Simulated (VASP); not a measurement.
The system is DyBe.

```
CELL_PARAMETERS angstrom
2.58361 -2.58419 0.00000
2.58361 2.58419 0.00000
0.00000 0.00000 4.87509
ATOMIC_POSITIONS crystal
Dy 0.00000 0.00000 0.00000
Dy 0.50000 0.50000 0.50000
Be 0.63183 0.63183 0.00000
Be 0.36817 0.36817 0.00000
```

The cell was generated, and may not be a known phase.

| Quantity | Value |
| --- | --- |
| Program | VASP 6.6.1 |
| Task | relaxation of cell and atoms |
| Functional | PBE |
| Potentials or basis | VASP PAW PBE potentials, release 64 (Dy_3, Be), 4f in core |
| Cutoff | 600 eV |
| k mesh | 5 × 5 × 4 |
| Occupations | gaussian, width 0.2 eV |
| Spin | no spin polarisation |

At the start: pressure 48.4 GPa; volume 16.27 Å³/atom.

**Question.** How do energy, volume and symmetry change on relaxing?

**Answer.** Over 15 steps the energy falls by 1862.3 meV/atom and the volume is 23.57 Å³/atom (+44.8 %); space group Cmmm (No. 65, to 0.1 Å) before and after.

The path:
```csv
step,energy change (eV),largest force (eV/Å),pressure (GPa),volume (Å³)
1,0.0000,6.5540,48.36,65.10
2,-5.9616,1.9812,-6.79,117.58
3,-6.3147,3.2915,1.46,93.16
4,-6.2967,2.7300,-3.89,104.85
5,-6.3336,2.8553,-3.14,102.60
6,-7.2719,0.4693,-2.82,99.11
7,-7.2848,0.2680,-2.57,98.70
8,-7.3839,0.1999,-0.05,93.25
9,-7.3887,0.1779,0.70,91.91
10,-7.4057,0.2603,0.35,92.65
11,-7.4132,0.3535,-0.03,93.56
12,-7.4270,0.2565,-0.17,94.07
13,-7.4399,0.0981,-0.40,95.53
14,-7.4412,0.0156,-0.37,95.13
15,-7.4494,0.0119,0.08,94.27
```

Final structure:
```xyz
4
Lattice="3.6724 -2.4144 0.0000 3.6724 2.4144 0.0000 0.0000 0.0000 5.3160" Properties=species:S:1:pos:R:3 pbc="T T T"
Dy    0.0000    0.0000    0.0000
Dy    3.6724    0.0000    2.6580
Be    4.7808    0.0000    0.0000
Be    2.5640    0.0000    0.0000
```

Caveat: the volume moved by over 15 % at a fixed basis, so the end points are rough.
